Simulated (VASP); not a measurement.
Input of a VASP 6.6.1 run:

Contents of INCAR:

```
SYSTEM = Cu
  PREC = Accurate
  ENCUT = 520
  EDIFF = 1E-6
  ISMEAR = -1
  SIGMA = 0.1
  LREAL = .FALSE.
  LASPH = .TRUE.
  NELM = 100
  ALGO = Normal
  ISIF = 2
  LWAVE = .FALSE.
  LCHARG = .FALSE.
  GGA = RP
  NBANDS = 18
```

Contents of KPOINTS:

```
Automatic mesh
0
G
  11 11 11
  0 0 0
```

File POSCAR:

```
Cu
1.0
    0.0000000000      2.7583306034      2.7583306034
    2.7583306034      0.0000000000      2.7583306034
    2.7583306034      2.7583306034      0.0000000000
Cu
2
Direct
    0.1250000000      0.1250000000      0.1250000000
    0.8750000000      0.8750000000      0.8750000000
```

Potentials or basis: VASP PAW PBE potentials, release 64 (Cu).

The run is started by

```sh
$ cat potpaw_PBE.64/Cu/POTCAR > POTCAR
$ mpirun -np 1 vasp_std > vasp.out
```

(1) Estimate the pressure.

(2) Predict the band gap on the k mesh.

Results:

(1) -1.5 GPa.

(2) zero (band 11 reaches 2.59 eV, above the bottom of band 12 at 1.93 eV).

Caveat: the PAW data sets were made with another functional, which shifts forces and pressure a little.
